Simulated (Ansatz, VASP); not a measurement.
# BaTaH4: VASP beside Ansatz

INCAR

```
PREC     = Accurate       # precision mode
ENCUT    = 600            # plane-wave cutoff, eV
EDIFF    = 1E-6           # SCF threshold, eV
ISMEAR   = 0              # smearing method
SIGMA    = 0.1            # smearing width, eV
LREAL    = False          # projectors in reciprocal space
LASPH    = True           # aspherical terms in the spheres
NELM     = 80             # most SCF steps
ALGO     = Normal         # electronic algorithm
ISIF     = 3              # what is computed and relaxed
LWAVE    = False          # write WAVECAR
LCHARG   = False          # write CHGCAR
GGA      = PE             # functional
IBRION   = 2              # ionic algorithm
NSW      = 90             # ionic steps
EDIFFG   = -0.04          # ionic threshold
```

KPOINTS

```
regular mesh
0
Gamma
  6 4 4
```

POSCAR

```
BaTaH4
1.0
    3.2665837700      0.0000000000      0.0000000000
    0.0000000000      3.8345581300      0.0000000000
    0.0000000000      0.0000000000      6.0615177300
Ba Ta H
1 1 4
Direct
    0.0000000000      0.0000000000      0.9603037500
    0.5000000000      0.0000000000      0.5509221400
    0.0000000000      0.5000000000      0.6811224100
    0.5000000000      0.5000000000      0.1196295800
    0.5000000000      0.5000000000      0.7953194000
    0.0000000000      0.5000000000      0.3927027200
```

Input for Ansatz:

```yaml
crystal:
  lattice:
    - [3.26658377, 0.0, 0.0]
    - [0.0, 3.83455813, 0.0]
    - [0.0, 0.0, 6.06151773]
  atoms:
    - { symbol: Ba, position: [0.0, 0.0, 0.96030375] }
    - { symbol: Ta, position: [0.5, 0.0, 0.55092214] }
    - { symbol: H, position: [0.0, 0.5, 0.68112241] }
    - { symbol: H, position: [0.5, 0.5, 0.11962958] }
    - { symbol: H, position: [0.5, 0.5, 0.7953194] }
    - { symbol: H, position: [0.0, 0.5, 0.39270272] }
basis:
  ecutwfc: 420
kpoints:
  mp_grid: { grid: [6, 4, 4] }
hamiltonian:
  xc: pbe
scf:
  occupations: { method: gaussian, width: 0.1 }
  lower_state_search: "off"
output:
  forces: true
  stress: true
  eigenvalues: true
relax:
  adjacent_minimum: "off"
  f_tol: 0.04
  max_steps: 70
  cell: { stress_tol: 0.4 }
```

Alike in both runs: task relaxation of cell and atoms; functional PBE; k mesh 6 × 4 × 4; occupations gaussian, width 0.1 eV; no spin polarisation.

|  | VASP | Ansatz |
| --- | --- | --- |
| version | VASP 6.6.1 | Ansatz 0.2.0 |
| potentials or method | VASP PAW PBE potentials, release 64 (Ba_sv, Ta_pv, H), cutoff 600 eV | scalar-relativistic, plane waves, PAW |
| valence electrons in the cell | 25 | 27 |

```csv
,VASP,Ansatz,Ansatz less VASP
"gap on the k mesh at the Fermi level, each at its own relaxed structure (eV)",none,none,-
relaxed volume (Å³/atom),11.60,11.30,-0.301
relaxed length of the cell vector where the two differ most in proportion (Å),6.948,6.860,-0.0880
```

A gap of «none» marks a metal or a gap that the smearing closes. VASP's potentials hold 25 valence electrons a cell and Ansatz's 27, so a difference there can come from the potentials and not from the codes.

The k mesh is coarse, so the values compare programs but aren't converged. Spin-orbit coupling is off throughout.
